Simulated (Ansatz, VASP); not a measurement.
# Two plane-wave programs on Cs

```
Cs
1.0
     5.23512    0.00000    0.00000
     0.00000    8.54892    0.00000
     0.00000    0.00000   29.87144
Cs
5
Direct
  0.33333 0.50000 0.33477
  0.66667 0.00000 0.41738
  0.00000 0.50000 0.50000
  0.33333 0.00000 0.58262
  0.66667 0.50000 0.66523
```

Alike in both runs: task single point; functional PBEsol; k mesh 17 × 10 × 1; occupations gaussian, width 0.1 eV; no spin polarisation.

```csv
,VASP,Ansatz
version,VASP 6.6.1,Ansatz 0.2.0
potentials or method,"VASP PAW PBE potentials, release 64 (Cs_sv), cutoff 520 eV","scalar-relativistic, plane waves, PAW"
valence electrons in the cell,45,45
```

```tsv
	VASP	Ansatz	Ansatz less VASP
gap on the k mesh at the Fermi level (eV)	none	none	-
rms of the force components (eV/Å)	0.013	0.013	-0.0001
```

VASP's potentials were made for PBE, not for PBEsol. Atom by atom the forces differ by 0.000 eV/Å (rms over components). A gap of «none» marks a metal or a gap that the smearing closes. Ansatz's warnings: k point list ram cut, xc potential rough in thin density.

Neither program's run includes spin-orbit coupling.
